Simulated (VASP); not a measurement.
Write the native input for VASP 6.6.1 that does the following.

```yaml
Task: single point
Functional: PBE
Potentials_or_basis: VASP PAW PBE potentials, release 64 (V_sv, Te, Mo_sv)
Cutoff: 520 eV
k_mesh: 6 × 6 × 1
Occupations: gaussian, width 0.1 eV
Spin: collinear spin, ferromagnetic start
Starting_moments: "[0.94, 0.94, 0.0, 0.0, 0.0, 0.0, 0.0, 0.0, 0.0] μB"
Dipole_correction: no
Further_INCAR_settings: ALGO = Normal; EDIFF = 1e-06; NBANDS = 52
```

The structure of V2Te6Mo lies in POSCAR:

```
V2Te6Mo
1.0
    3.5759962000      0.0000000000      0.0000000000
   -1.7879981000      3.0969036000      0.0000000000
    0.0000000000      0.0000000000     22.5474386000
V Te Mo
2 6 1
Direct
    0.0000000000      0.0000000000      0.6647780000
    0.0000000000      0.0000000000      0.3352220000
    0.6666667000      0.3333333000      0.9189450000
    0.6666667000      0.3333333000      0.2579680000
    0.6666667000      0.3333333000      0.5875480000
    0.3333333000      0.6666667000      0.7420320000
    0.3333333000      0.6666667000      0.0810550000
    0.3333333000      0.6666667000      0.4124520000
    0.0000000000      0.0000000000      0.0000000000
```

These files were run (other wordings do the same):

INCAR

```
SYSTEM = V2Te6Mo
ALGO = Normal ; EDIFF = 1E-6
ENCUT = 520 ; GGA = PE
ISIF = 2 ; ISMEAR = 0
ISPIN = 2 ; LASPH = .TRUE.
LCHARG = .TRUE. ; LELF = .TRUE.
LMAXMIX = 4 ; LORBIT = 11
LREAL = .FALSE. ; LVHAR = .TRUE.
LWAVE = .FALSE. ; MAGMOM = 0.94 0.94 0 0 0 0 0 0 0
NBANDS = 52 ; NELM = 150
PREC = Accurate ; SIGMA = 0.1
```

KPOINTS

```
k-points
0
G
  6 6 1
  0 0 0
```

Potentials or basis: VASP PAW PBE potentials, release 64 (V_sv, Te, Mo_sv).

Run with:

```bash
$ cat potpaw_PBE.64/V_sv/POTCAR potpaw_PBE.64/Te/POTCAR potpaw_PBE.64/Mo_sv/POTCAR > POTCAR
$ mpirun -np 1 vasp_std > vasp.out
```

It gave:

The pressure is -0.2 GPa. The largest force is 0.049 eV/Å. The net moment is 1.27 μB per cell and the site moments are V +0.68; Te +0.00, -0.05 (each value once); Mo +0.02 μB. The valence electrons inside the program's atomic spheres are V 11.43; Te 3.39, 3.41 (each value once); Mo 12.30.

Caveat: this functional lacks dispersion, which binds the layers, so the pressure and a relaxed spacing across them are unreliable.

Wall time 4.5 min on 1 thread of AMD EPYC 7R13 Processor (Zen 3), with other jobs on the host, peak memory 0.5 GiB.
